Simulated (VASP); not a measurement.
# SnSe (Pmmn) in VASP: single point with LDA

Aim: the single point of SnSe with LDA.

Program: VASP 6.6.1. These are calculated values, not measurements. Logs are shortened: lines on timing, memory, paths and dates and some standing lists are left out, and cuts for length are marked.

**1. The cell of the first run**

The typed cell holds 8 atoms: a = 5.732 Å, b = 11.761 Å, c = 2.974 Å, α = 90.00°, β = 90.00°, γ = 90.00°.

**2. Single point, LDA**

Input file INCAR:

```
PREC = Accurate ; ENCUT = 520
EDIFF = 1E-6 ; ISMEAR = 0
SIGMA = 0.1 ; LREAL = False
LASPH = True ; NELM = 60
ALGO = Normal ; ISIF = 2
LWAVE = False ; LCHARG = False
GGA = CA ; NBANDS = 50
```

Input file KPOINTS:

```
Automatic mesh
0
Gamma
  6 4 12
```

Input file POSCAR:

```
SnSe
1.0
    5.7315734731      0.0000000000      0.0000000000
    0.0000000000     11.7607500850      0.0000000000
    0.0000000000      0.0000000000      2.9735837782
Sn Se
4 4
Direct
    0.5000000000      0.3685341540      0.9997168493
    0.5000000000      0.6314658460      0.9997168493
    0.0000000000      0.8685341540      0.0002831507
    0.0000000000      0.1314658460      0.0002831507
    0.5000000000      0.1403369785     -0.0002354948
    0.5000000000      0.8596630215     -0.0002354948
    0.0000000000      0.6403369785      1.0002354948
    0.0000000000      0.3596630215      1.0002354948
```

Potentials or basis: VASP PAW LDA potentials, release 64 (Sn_d, Se).

Started as:

```bash
$ cat potpaw_LDA.64/Sn_d/POTCAR potpaw_LDA.64/Se/POTCAR > POTCAR
$ mpirun -np 1 vasp_std > vasp.out
```

OUTCAR:

```text
PREC = Accurate
   ENCUT = 520
   EDIFF = 1E-6
   ISMEAR = 0
   LREAL = False
   LASPH = True
   NELM = 60
   ISIF = 2
   GGA = CA

 ion  position               nearest neighbor table
   1  0.500  0.369  1.000-   5 2.68   8 2.87   8 2.87   2 3.09
   2  0.500  0.631  1.000-   6 2.68   7 2.87   7 2.87   1 3.09
   3  0.000  0.869  0.000-   7 2.68   6 2.87   6 2.87   4 3.09
   4  0.000  0.131  0.000-   8 2.68   5 2.87   5 2.87   3 3.09
   5  0.500  0.140  1.000-   1 2.68   4 2.87   4 2.87
   6  0.500  0.860  1.000-   2 2.68   3 2.87   3 2.87
   7  0.000  0.640  0.000-   3 2.68   2 2.87   2 2.87
   8  0.000  0.360  0.000-   4 2.68   1 2.87   1 2.87

  LATTYP: Found a simple orthorhombic cell.
 ALAT       =     2.9735837782
 B/A-ratio  =     1.9274968861
 C/A-ratio  =     3.9550760840

  Lattice vectors:

 A1 = (   0.0000000000,   0.0000000000,   2.9735837782)
 A2 = (   5.7315734731,   0.0000000000,   0.0000000000)
 A3 = (   0.0000000000,  11.7607500850,   0.0000000000)

Analysis of symmetry for initial positions (statically):
=====================================================================
 Subroutine PRICEL returns:
 Original cell was already a primitive cell.

 Routine SETGRP: Setting up the symmetry group for a
 simple orthorhombic supercell.

 Subroutine GETGRP returns: Found  8 space group operations
 (whereof  4 operations were pure point group operations)
 out of a pool of  8 trial point group operations.

The static configuration has the point symmetry C_2v.
 The point group associated with its full space group is D_2h.

Analysis of symmetry for dynamics (positions and initial velocities):
=====================================================================
 Subroutine PRICEL returns:
 Original cell was already a primitive cell.

 Routine SETGRP: Setting up the symmetry group for a
 simple orthorhombic supercell.

 Subroutine GETGRP returns: Found  8 space group operations
 (whereof  4 operations were pure point group operations)
 out of a pool of  8 trial point group operations.

The dynamic configuration has the point symmetry C_2v.
 The point group associated with its full space group is D_2h.

 Subroutine INISYM returns: Found  8 space group operations
 (whereof  4 operations are pure point group operations),
 and found     1 'primitive' translations

----------------------------------------------------------------------------------------

[... 109 lines left out ...]
   NFREE  =      0    steps in history (QN), initial steepest desc. (CG)
   ISIF   =      2    stress and relaxation
   ISYM   =      2    0-nonsym 1-usesym 2-fastsym
   POTIM  = 0.5000    time-step for ionic-motion
   TEBEG  =    0.0;   TEEND  =   0.0 temperature during run
   PSTRESS=    0.0 pullay stress
   NELECT =      80.0000    total number of electrons
   NUPDOWN=      -1.0000    fix difference up-down
   EMIN   =  10.00;   EMAX   =-10.00  energy-range for DOS
   EFERMI =   0.00;   METHOD = LEGACY
   ISMEAR =     0;   SIGMA  =   0.10  broadening in eV -4-tet -1-fermi 0-gaus
   EFERMI_NEDOS =   21; number of points for ismear=-14 and -15
   IALGO  =     38    algorithm
   IMIX   =      4    mixing-type and parameters
     AMIX     =   0.40;   BMIX     =  1.00
     AMIX_MAG =   1.60;   BMIX_MAG =  1.00
  volume/ion in A,a.u.               =      25.06       169.08
  Fermi-wavevector in a.u.,A,eV,Ry     =   1.205337  2.277757 19.767050  1.452837
  Thomas-Fermi vector in A             =   2.341036
   LORBIT       =      0    0 simple, 1 ext, 2 COOP (PROOUT), +10 PAW based schemes
   GGA     = CA    functional components
   LHFCALC =     F    Hartree Fock is set to
   AEXX    =    0.0000 exact exchange contribution
   IVDW    =     0    specifies the selected vdW correction
   LEPSILON=     F    determine dielectric tensor
   LRPA    =     F    only Hartree local field effects (RPA)
 non-spin polarized calculation
 Gauss-broadening in eV      SIGMA  =   0.10
  energy-cutoff  :      520.00
  volume of cell :      200.44
 maximum number of plane-waves:      5429
 NGX is ok and might be reduce to    48
   NGX = 21   NGY = 43   NGZ = 11

 number of electron      80.0000016 magnetization

 Free energy of the ion-electron system (eV)
  ---------------------------------------------------
  ext. energy  EPLUGINS =         0.00000000
  ---------------------------------------------------
  free energy    TOTEN  =       -36.11789146 eV

  energy without entropy =      -36.10730959  energy(sigma->0) =      -36.11260052

 E-fermi :   6.2006     XC(G=0): -10.2526

 val. band max:        6.1887718766   @ k =   0.5000   0.5000   0.0000
 cond. band min:       6.2258619214   @ k =   0.1667   0.2500   0.4167
 fundamental gap:      0.0370900447
 Fermi energy:         6.2005757875

 k-point     1 :       0.0000    0.0000    0.0000
  band No.  band energies     occupation
      1     -15.4891      2.00000
      2     -15.4755      2.00000
      3     -15.4582      2.00000
      4     -15.4467      2.00000
      5     -15.4043      2.00000
      6     -15.3673      2.00000
[... 1261 lines left out ...]
     49      12.2904      0.00000
     50      12.2905      0.00000

 [... further k-points ...]

------------------------ aborting loop because EDIFF is reached ----------------------------------------

  FORCE on cell =-STRESS in cart. coord.  units (eV):
  Direction    XX          YY          ZZ          XY          YZ          ZX
  --------------------------------------------------------------------------------------
  -------------------------------------------------------------------------------------
  Total        0.1453774      0.0970284      0.0368435      0.0000000      0.0000000      0.0000000
  in kB        1.1620325      0.7755688      0.2944984      0.0000000      0.0000000      0.0000000
  external PRESSURE =       0.7440333 kB  Pullay stress =       0.0000000 kB

 VOLUME and BASIS-vectors are now :
 -----------------------------------------------------------------------------
  energy-cutoff  :      520.00
  volume of cell :      200.44
      direct lattice vectors                 reciprocal lattice vectors
     5.731573473  0.000000000  0.000000000     0.174472159  0.000000000  0.000000000
     0.000000000 11.760750085  0.000000000     0.000000000  0.085028590  0.000000000
     0.000000000  0.000000000  2.973583778     0.000000000  0.000000000  0.336294544

 POSITION                                       TOTAL-FORCE (eV/Angst)
 -----------------------------------------------------------------------------------
      2.86579      4.33424      2.97274        -0.000000      0.021650      0.000257
      2.86579      7.42651      2.97274        -0.000000     -0.021650      0.000257
      0.00000     10.21461      0.00084        -0.000000      0.021650     -0.000257
      0.00000      1.54614      0.00084        -0.000000     -0.021650     -0.000257
      2.86579      1.65047      2.97288        -0.000000     -0.013303      0.000368
      2.86579     10.11028      2.97288        -0.000000      0.013303      0.000368
      0.00000      7.53084      0.00070         0.000000     -0.013303     -0.000368
      0.00000      4.22991      0.00070        -0.000000      0.013303     -0.000368
 -----------------------------------------------------------------------------------
    total drift:                                0.000000     -0.000000      0.000000

  FREE ENERGIE OF THE ION-ELECTRON SYSTEM (eV)
  ---------------------------------------------------
  free  energy   TOTEN  =       -36.1178914555 eV

  energy  without entropy=      -36.1073095867  energy(sigma->0) =      -36.11260052
```

stdout:

```text
POSCAR found type information on POSCAR SnSe
 POSCAR found :  2 types and       8 ions
 scaLAPACK will be used
 LDA part: xc-table for (Slater(with rela. corr.)+CA(PZ))
 , standard interpolation
 POSCAR, INCAR and KPOINTS ok, starting setup
 FFT: planning ... GRIDC
 FFT: planning ... GRID_SOFT
 FFT: planning ... GRID
 WAVECAR not read
 entering main loop
```

It took 18 min on 1 thread of Intel Xeon 8259CL, shared host; peak memory 0.69 GiB.

Results:

- Free energy: -36.1179 eV
- Pressure: 0.1 GPa
- Largest force: 0.022 eV/Å
- Band gap on the k mesh: zero (bands 40 and 41 overlap by 3.73 eV)

Forces on the atoms (eV/Å):
```
Sn   0.000  0.022  0.000
Sn   0.000 -0.022  0.000
Sn   0.000  0.022  0.000
Sn   0.000 -0.022  0.000
Se   0.000 -0.013  0.000
Se   0.000  0.013  0.000
Se   0.000 -0.013  0.000
Se   0.000  0.013  0.000
```

Levels at points of the mesh, in eV from the Fermi level:
```
           k point  band 37  band 38  band 39  band 40  band 41  band 42  band 43  band 44
(0.00, 0.00, 0.00)    -0.77     1.42     1.50     1.69     1.86     2.13     2.92     3.36
(0.50, 0.00, 0.00)    -0.19    -0.19     0.33     0.33     0.97     0.97     1.72     1.72
(0.00, 0.50, 0.00)     1.43     1.43     1.52     1.52     2.03     2.03     3.25     3.25
(0.50, 0.50, 0.00)    -0.01    -0.01     0.80     0.80     1.72     1.72     1.75     1.75
(0.00, 0.00, 0.50)    -2.93    -2.39    -1.88    -1.85    -1.79    -0.84    -0.44     0.88
(0.50, 0.00, 0.50)    -1.98    -1.98    -1.03    -1.03    -0.44    -0.44     1.45     1.45
(0.00, 0.50, 0.50)    -2.59    -2.59    -2.27    -2.27    -1.18    -1.18    -0.49    -0.49
(0.50, 0.50, 0.50)    -2.11    -2.11    -1.90    -1.90    -0.38    -0.38     1.06     1.06
```

Caveat: spin-orbit coupling is left out, which moves the levels of the heavy elements.

The gap in the log of VASP goes by the Fermi energy; the results here count the filled bands.